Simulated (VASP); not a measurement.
Wanted: the native input for a VASP 6.6.1 run.

| Item | Value |
| --- | --- |
| Task | relaxation of cell and atoms |
| Functional | r2SCAN |
| Potentials or basis | VASP PAW PBE potentials, release 64 (Zn, Se) |
| Cutoff | 600 eV |
| k mesh | 12 × 12 × 4 |
| Occupations | fermi-dirac, width 0.02 eV |
| Spin | no spin polarisation |
| Dipole correction | no |
| Further INCAR settings | ALGO = Normal; EDIFF = 1e-07; IBRION = 2; EDIFFG = -0.005; NSW = 80; ISIF = 3 |

Crystal: ZnSe.

```xyz
4
Lattice="3.8182 0.0000 0.0000 -1.9091 3.3066 0.0000 0.0000 0.0000 6.1829" Properties=species:S:1:pos:R:3 pbc="T T T"
Zn    0.0000    0.0000    0.0000
Zn    0.0000    0.0000    3.0914
Se    0.0000    2.2044    1.5457
Se    1.9091    1.1022    4.6371
```

The input as run:

POSCAR

```
ZnSe
1.0
    3.8181733019      0.0000000000      0.0000000000
   -1.9090866510      3.3066350755      0.0000000000
    0.0000000000      0.0000000000      6.1828629863
Zn Se
2 2
Direct
    0.0000000000      0.0000000000      0.0000000000
    0.0000000000      0.0000000000      0.5000000000
    0.3333333333      0.6666666667      0.2500000000
    0.6666666667      0.3333333333      0.7500000000
```

INCAR.step1

```
SYSTEM = ZnSe
PREC = Accurate ; ENCUT = 600
ISMEAR = -1 ; SIGMA = 0.02
LREAL = .False. ; LASPH = .True.
NELM = 80 ; GGA = PE
ALGO = Normal ; EDIFF = 1E-4
LWAVE = .True. ; LCHARG = .False.
```

INCAR.step2

```
SYSTEM = ZnSe
PREC = Accurate ; ENCUT = 600
EDIFF = 1E-7 ; ISMEAR = -1
SIGMA = 0.02 ; LREAL = .False.
LASPH = .True. ; NELM = 80
ALGO = Normal ; ISIF = 3
LWAVE = .False. ; LCHARG = .False.
METAGGA = R2SCAN ; LMIXTAU = .True.
IBRION = 2 ; NSW = 80
EDIFFG = -0.005 ; ISTART = 1
```

KPOINTS

```
regular mesh
0
Gamma
  12 12 4
  0 0 0
```

Potentials or basis: VASP PAW PBE potentials, release 64 (Zn, Se).

Launch:

```sh
$ cat potpaw_PBE.64/Zn/POTCAR potpaw_PBE.64/Se/POTCAR > POTCAR
$ cp INCAR.step1 INCAR
$ mpirun -np 1 vasp_std > vasp.out
$ cp INCAR.step2 INCAR
$ mpirun -np 1 vasp_std > vasp.out
```

Results of the run:

```yaml
Relaxed_volume: 18.99 Å³/atom
Relaxed_cell: a = 3.783 Å, b = 3.783 Å, c = 6.130 Å, α = 90.00°, β = 90.00°, γ = 120.00°
Space_group_after_relaxing_to_0.1_Å: P6_3/mmc (No. 194)
Energy_gained_by_relaxing: 3.8 meV/atom
Ionic_steps: 7
Pressure_after_relaxing: 0.0 GPa
Band_gap_on_the_k_mesh: zero (bands 18 and 19 overlap by 0.01 eV)
```

Caveat: semilocal functionals underestimate gaps, and a narrow one can read as zero; the PAW data sets were made with another functional, which shifts forces and pressure a little.

Run time: 14 min on 1 thread of Intel(R) Xeon(R) 6975P-C (Granite Rapids) (shared host), peak memory 0.32 GiB.
